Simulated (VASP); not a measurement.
# Ti in VASP: a series of runs

The runs below take Ti through single point, with PBE.

All numbers are computed with VASP 6.6.1; they aren't measurements. Logs are shortened: lines on timing, memory, paths and dates and some standing lists are left out, and cuts for length are marked.

### 1 The cell of the first run

The cell holds a slab with vacuum, 5 atoms: a = 2.950 Å, b = 2.950 Å, c = 24.372 Å, α = 90.00°, β = 90.00°, γ = 120.00°.

### 2 Single point, PBE

INCAR

```
SYSTEM = Ti
PREC     = Accurate       ! precision mode
ENCUT    = 520            ! plane-wave cutoff, eV
EDIFF    = 1E-7           ! SCF threshold, eV
ISMEAR   = -1             ! smearing method
SIGMA    = 0.05           ! smearing width, eV
LREAL    = .False.        ! projectors in reciprocal space
LASPH    = .True.         ! aspherical terms in the spheres
NELM     = 80             ! most SCF steps
ALGO     = Normal         ! electronic algorithm
ISIF     = 2              ! what is computed and relaxed
LWAVE    = .False.        ! write WAVECAR
LCHARG   = .False.        ! write CHGCAR
LDIPOL   = .True.       
IDIPOL   = 3            
DIPOL    = 0.5 0.5 0.500
GGA      = PE             ! functional
NBANDS   = 38             ! bands
```

KPOINTS

```
Automatic mesh
0
Gamma
  10 10 1
  0 0 0
```

POSCAR

```
Ti
1.0
    2.9499978604      0.0000000000      0.0000000000
   -1.4749989302      2.5547730882      0.0000000000
    0.0000000000      0.0000000000     24.3720000000
Ti
5
Direct
    0.3333333333      0.6666666666      0.3077301822
    0.6666666667      0.3333333334      0.4038650911
    0.3333333333      0.6666666666      0.5000000000
    0.6666666667      0.3333333334      0.5961349089
    0.3333333333      0.6666666666      0.6922698178
```

Potentials or basis: VASP PAW PBE potentials, release 64 (Ti_sv).

Command:

```
> cat potpaw_PBE.64/Ti_sv/POTCAR > POTCAR
> mpirun -np 1 vasp_std > vasp.out
```

OUTCAR:

```text
SYSTEM = Ti
   PREC = Accurate
   ENCUT = 520
   EDIFF = 1E-7
   ISMEAR = -1
   LREAL = .False.
   LASPH = .True.
   NELM = 80
   ISIF = 2
   GGA = PE

 ion  position               nearest neighbor table
   1  0.333  0.667  0.308-   2 2.90   2 2.90   2 2.90
   2  0.667  0.333  0.404-   3 2.90   3 2.90   1 2.90   1 2.90   3 2.90   1 2.90
   3  0.333  0.667  0.500-   2 2.90   4 2.90   2 2.90   4 2.90   2 2.90   4 2.90
   4  0.667  0.333  0.596-   3 2.90   3 2.90   5 2.90   5 2.90   3 2.90   5 2.90
   5  0.333  0.667  0.692-   4 2.90   4 2.90   4 2.90

  LATTYP: Found a hexagonal cell.
 ALAT       =     2.9499978604
 C/A-ratio  =     8.2617009074

  Lattice vectors:

 A1 = (   2.9499978604,   0.0000000000,   0.0000000000)
 A2 = (  -1.4749989302,   2.5547730882,   0.0000000000)
 A3 = (   0.0000000000,   0.0000000000,  24.3720000000)

Analysis of symmetry for initial positions (statically):
=====================================================================
 Subroutine PRICEL returns:
 Original cell was already a primitive cell.

 Routine SETGRP: Setting up the symmetry group for a
 hexagonal supercell.

 Subroutine GETGRP returns: Found 12 space group operations
 (whereof 12 operations were pure point group operations)
 out of a pool of 24 trial point group operations.

The static configuration has the point symmetry D_3h.

Analysis of symmetry for dynamics (positions and initial velocities):
=====================================================================
 Subroutine PRICEL returns:
 Original cell was already a primitive cell.

 Routine SETGRP: Setting up the symmetry group for a
 hexagonal supercell.

 Subroutine GETGRP returns: Found 12 space group operations
 (whereof 12 operations were pure point group operations)
 out of a pool of 24 trial point group operations.

The dynamic configuration has the point symmetry D_3h.

 Subroutine INISYM returns: Found 12 space group operations
 (whereof 12 operations are pure point group operations),
 and found     1 'primitive' translations

----------------------------------------------------------------------------------------

                                     Primitive cell

  volume of cell :     183.6814

  direct lattice vectors                    reciprocal lattice vectors
     2.949997860  0.000000000  0.000000000     0.338983297  0.195712098  0.000000000
    -1.474998930  2.554773088  0.000000000     0.000000000  0.391424195  0.000000000
     0.000000000  0.000000000 24.372000000     0.000000000  0.000000000  0.041030691

  length of vectors
     2.949997860  2.949997860 24.372000000     0.391424195  0.391424195  0.041030691

  position of ions in fractional coordinates (direct lattice)
     0.333333333  0.666666667  0.307730182
     0.666666667  0.333333333  0.403865091
     0.333333333  0.666666667  0.500000000
     0.666666667  0.333333333  0.596134909
     0.333333333  0.666666667  0.692269818

  ion indices of the primitive-cell ions
   primitive index   ion index
                 1           1
                 2           2
                 3           3
                 4           4
                 5           5

----------------------------------------------------------------------------------------

 KPOINTS: Automatic mesh

Automatic generation of k-mesh.
 Grid dimensions read from file:
 generate k-points for:   10   10    1

 Generating k-lattice:

  Cartesian coordinates                     Fractional coordinates (reciprocal lattice)
     0.033898330  0.019571210  0.000000000     0.100000000 -0.000000000  0.000000000
     0.000000000  0.039142420  0.000000000     0.000000000  0.100000000  0.000000000
     0.000000000  0.000000000  0.041030691     0.000000000  0.000000000  1.000000000

  Length of vectors
     0.039142420  0.039142420  0.041030691

  Shift w.r.t. Gamma in fractional coordinates (k-lattice)
     0.000000000  0.000000000  0.000000000

 Subroutine IBZKPT returns following result:
 ===========================================

 Found     14 irreducible k-points:

 Following reciprocal coordinates:
            Coordinates               Weight
  0.000000  0.000000  0.000000      1.000000
  0.100000  0.000000  0.000000      6.000000
  0.200000  0.000000  0.000000      6.000000
  0.300000  0.000000  0.000000      6.000000
  0.400000  0.000000  0.000000      6.000000
  0.500000  0.000000  0.000000      3.000000
  0.100000  0.100000  0.000000      6.000000
  0.200000  0.100000  0.000000     12.000000
  0.300000  0.100000  0.000000     12.000000
  0.400000  0.100000  0.000000     12.000000
  0.200000  0.200000  0.000000      6.000000
  0.300000  0.200000  0.000000     12.000000
  0.400000  0.200000  0.000000      6.000000
  0.300000  0.300000  0.000000      6.000000
   k-points           NKPTS =     14   k-points in BZ     NKDIM =     14   number of bands    NBANDS=     38
   number of dos      NEDOS =    301   number of ions     NIONS =      5
   total plane-waves  NPLWV = 110592
   dimension x,y,z NGX =    24 NGY =   24 NGZ =  192
   dimension x,y,z NGXF=    48 NGYF=   48 NGZF=  384
   ions per type =               5
   NGX,Y,Z   is equivalent  to a cutoff of  13.53, 13.53, 13.10 a.u.
   NGXF,Y,Z  is equivalent  to a cutoff of  27.05, 27.05, 26.19 a.u.
 SYSTEM =  Ti
   PREC   = accura    normal or accurate (medium, high low for compatibility)
   ISTART =      0    job   : 0-new  1-cont  2-samecut
   ICHARG =      2    charge: 1-file 2-atom 10-const
   ISPIN  =      1    spin polarized calculation?
   LNONCOLLINEAR =      F non collinear calculations
   LSORBIT =      F    spin-orbit coupling
   LASPH  =      T    aspherical Exc in radial PAW
   ENCUT  =  520.0 eV  38.22 Ry    6.18 a.u.   5.49  5.49 45.32*2*pi/ulx,y,z
   NELM   =     80;   NELMIN=  2; NELMDL= -5     # of ELM steps
   EDIFF  = 0.1E-06   stopping-criterion for ELM
   LREAL  =      F    real-space projection
   EDIFFG = 0.1E-05   stopping-criterion for IOM
   NSW    =      0    number of steps for IOM
   IBRION =     -1    ionic relax: 0-MD 1-quasi-New 2-CG
   NFREE  =      0    steps in history (QN), initial steepest desc. (CG)
   ISIF   =      2    stress and relaxation
   ISYM   =      2    0-nonsym 1-usesym 2-fastsym
   POTIM  = 0.5000    time-step for ionic-motion
   TEBEG  =    0.0;   TEEND  =   0.0 temperature during run
   PSTRESS=    0.0 pullay stress
   NELECT =      60.0000    total number of electrons
   NUPDOWN=      -1.0000    fix difference up-down
   EMIN   =  10.00;   EMAX   =-10.00  energy-range for DOS
   EFERMI =   0.00;   METHOD = LEGACY
   ISMEAR =    -1;   SIGMA  =   0.05  broadening in eV -4-tet -1-fermi 0-gaus
   EFERMI_NEDOS =   21; number of points for ismear=-14 and -15
   IALGO  =     38    algorithm
   IMIX   =      4    mixing-type and parameters
     AMIX     =   0.40;   BMIX     =  1.00
     AMIX_MAG =   1.60;   BMIX_MAG =  1.00
  volume/ion in A,a.u.               =      36.74       247.91
  Fermi-wavevector in a.u.,A,eV,Ry     =   1.127466  2.130602 17.295453  1.271180
  Thomas-Fermi vector in A             =   2.264152
   LORBIT       =      0    0 simple, 1 ext, 2 COOP (PROOUT), +10 PAW based schemes
   GGA     = PE    functional components
   LHFCALC =     F    Hartree Fock is set to
   AEXX    =    0.0000 exact exchange contribution
   IVDW    =     0    specifies the selected vdW correction
   LEPSILON=     F    determine dielectric tensor
   LRPA    =     F    only Hartree local field effects (RPA)
 non-spin polarized calculation
  energy-cutoff  :      520.00
  volume of cell :      183.68
 maximum number of plane-waves:      5059
 NGX is ok and might be reduce to    24
   NGX = 11   NGY = 11   NGZ = 91

 dipolmoment           0.000000      0.000000      0.000000 electrons x Angstroem

 number of electron      60.0000004 magnetization

 dipolmoment           0.000000      0.000000     -0.000000 electrons x Angstroem

 Free energy of the ion-electron system (eV)
  ---------------------------------------------------
  ext. energy  EPLUGINS =         0.00000000
  ---------------------------------------------------
  free energy    TOTEN  =       -37.23543055 eV

  energy without entropy =      -37.15494077  energy(sigma->0) =      -37.19518566

 E-fermi :   1.7474     XC(G=0):  -6.3434

 val. band max:        1.7460333170   @ k =   0.2000   0.0000   0.0000
 cond. band min:       1.7600640386   @ k =   0.3000   0.3000   0.0000
 fundamental gap:      0.0140307216
 Fermi energy:         1.7473898584

 k-point     1 :       0.0000    0.0000    0.0000
  band No.  band energies     occupation
      1     -55.2362      2.00000
      2     -55.2360      2.00000
      3     -55.0750      2.00000
      4     -55.0386      2.00000
      5     -54.9849      2.00000
      6     -31.6807      2.00000
[... 30 lines left out ...]
     37       2.5283      0.00000
     38       2.6564      0.00000

 k-point     2 :       0.1000    0.0000    0.0000
  band No.  band energies     occupation
      1     -55.2294      2.00000
      2     -55.2292      2.00000
      3     -55.0670      2.00000
      4     -55.0326      2.00000
      5     -54.9806      2.00000
      6     -31.6650      2.00000
[... 30 lines left out ...]
     37       2.7112      0.00000
     38       2.7122      0.00000

 k-point     3 :       0.2000    0.0000    0.0000
  band No.  band energies     occupation
      1     -55.2115      2.00000
      2     -55.2114      2.00000
      3     -55.0457      2.00000
      4     -55.0169      2.00000
      5     -54.9695      2.00000
      6     -31.6239      2.00000
[... 30 lines left out ...]
     37       2.9010      0.00000
     38       3.0855      0.00000

 k-point     4 :       0.3000    0.0000    0.0000
  band No.  band energies     occupation
      1     -55.1894      2.00000
      2     -55.1893      2.00000
      3     -55.0179      2.00000
      4     -54.9974      2.00000
      5     -54.9571      2.00000
      6     -31.5837      2.00000
[... 30 lines left out ...]
     37       2.9781      0.00000
     38       3.4103      0.00000
[... 293 lines left out ...]
      4     -54.9756      2.00000
      5     -54.9467      2.00000
      6     -31.5895      2.00000
[... 30 lines left out ...]
     37       2.9362      0.00000
     38       3.2427      0.00000

 k-point    13 :       0.4000    0.2000    0.0000
  band No.  band energies     occupation
      1     -55.1590      2.00000
      2     -55.1590      2.00000
      3     -54.9740      2.00000
      4     -54.9707      2.00000
      5     -54.9457      2.00000
      6     -31.6036      2.00000
[... 30 lines left out ...]
     37       3.1172      0.00000
     38       3.3564      0.00000

 k-point    14 :       0.3000    0.3000    0.0000
  band No.  band energies     occupation
      1     -55.1569      2.00000
      2     -55.1569      2.00000
      3     -54.9702      2.00000
      4     -54.9688      2.00000
      5     -54.9456      2.00000
      6     -31.5640      2.00000
[... 30 lines left out ...]
     37       3.1658      0.00000
     38       3.3012      0.00000

------------------------ aborting loop because EDIFF is reached ----------------------------------------

 vacuum level on the upper side and lower side of the slab       (xc-potential included)        -0.156        -0.156

  FORCE on cell =-STRESS in cart. coord.  units (eV):
  Direction    XX          YY          ZZ          XY          YZ          ZX
  --------------------------------------------------------------------------------------
  -------------------------------------------------------------------------------------
  Total       -2.4235359     -2.4235359     -3.0910396      0.0000000      0.0000000      0.0000000
  in kB      -21.1395061    -21.1395061    -26.9618658      0.0000000      0.0000000      0.0000000
  external PRESSURE =     -23.0802927 kB  Pullay stress =       0.0000000 kB

 VOLUME and BASIS-vectors are now :
 -----------------------------------------------------------------------------
  energy-cutoff  :      520.00
  volume of cell :      183.68
      direct lattice vectors                 reciprocal lattice vectors
     2.949997860  0.000000000  0.000000000     0.338983297  0.195712098  0.000000000
    -1.474998930  2.554773088  0.000000000     0.000000000  0.391424195  0.000000000
     0.000000000  0.000000000 24.372000000     0.000000000  0.000000000  0.041030691

 POSITION                                       TOTAL-FORCE (eV/Angst)
 -----------------------------------------------------------------------------------
     -0.00000      1.70318      7.50000        -0.000000      0.000000      0.640527
      1.47500      0.85159      9.84300        -0.000000     -0.000000     -0.627791
     -0.00000      1.70318     12.18600         0.000000     -0.000000      0.000000
      1.47500      0.85159     14.52900        -0.000000     -0.000000      0.627791
     -0.00000      1.70318     16.87200         0.000000      0.000000     -0.640527
 -----------------------------------------------------------------------------------
    total drift:                                0.000000      0.000000     -0.000000

  FREE ENERGIE OF THE ION-ELECTRON SYSTEM (eV)
  ---------------------------------------------------
  free  energy   TOTEN  =       -37.2354305536 eV

  energy  without entropy=      -37.1549407688  energy(sigma->0) =      -37.19518566

 vacuum level on the upper side and lower side of the slab         6.053         6.053
```

It took 7.2 min on 1 thread of Intel Xeon 8259CL, shared host; peak memory 0.34 GiB.

Results:

| Property | Result |
| --- | --- |
| Free energy | -37.2354 eV |
| Largest force | 0.641 eV/Å |
| Band gap on the k mesh | zero (bands 30 and 31 overlap by 1.00 eV) |

Forces in eV/Å, atoms in the order of the input:
```
Ti   0.000  0.000  0.641
Ti   0.000  0.000 -0.628
Ti   0.000  0.000  0.000
Ti   0.000  0.000  0.628
Ti   0.000  0.000 -0.641
```

### 3 Single point, PBE

INCAR

```
PREC = Accurate ; ENCUT = 520
EDIFF = 1E-6 ; ISMEAR = -1
SIGMA = 0.05 ; LREAL = False
LASPH = True ; NELM = 80
ALGO = Normal ; ISIF = 2
LWAVE = False ; LCHARG = True
GGA = PE ; LELF = True
LVHAR = True ; NBANDS = 38
```

KPOINTS

```
Automatic mesh
0
Gamma
  10 10 1
```

POSCAR is that of step 2.

Potentials or basis: VASP PAW PBE potentials, release 64 (Ti_sv).

Command:

```
> cat potpaw_PBE.64/Ti_sv/POTCAR > POTCAR
> mpirun -np 1 vasp_std > vasp.out
```

Wall time 6.7 min (1 thread of Intel Xeon 8259CL, shared host); peak memory 0.34 GiB.

It converged, with:

| Item | Value |
| --- | --- |
| Free energy | -37.2354 eV |
| Largest force | 0.641 eV/Å |
| Band gap on the k mesh | zero (bands 30 and 31 overlap by 1.00 eV) |

Forces on the atoms (eV/Å):
```
Ti   0.000  0.000  0.641
Ti   0.000  0.000 -0.628
Ti   0.000  0.000  0.000
Ti   0.000  0.000  0.628
Ti   0.000  0.000 -0.641
```

Levels at points of the mesh, in eV from the Fermi level:
```tsv
k point	band 27	band 28	band 29	band 30	band 31	band 32	band 33	band 34
(0.00, 0.00, 0.00)	-0.04	0.25	0.40	0.61	0.68	0.68	0.71	0.71
(0.50, 0.00, 0.00)	-1.05	-0.88	-0.82	0.14	0.37	0.68	0.96	1.06
```
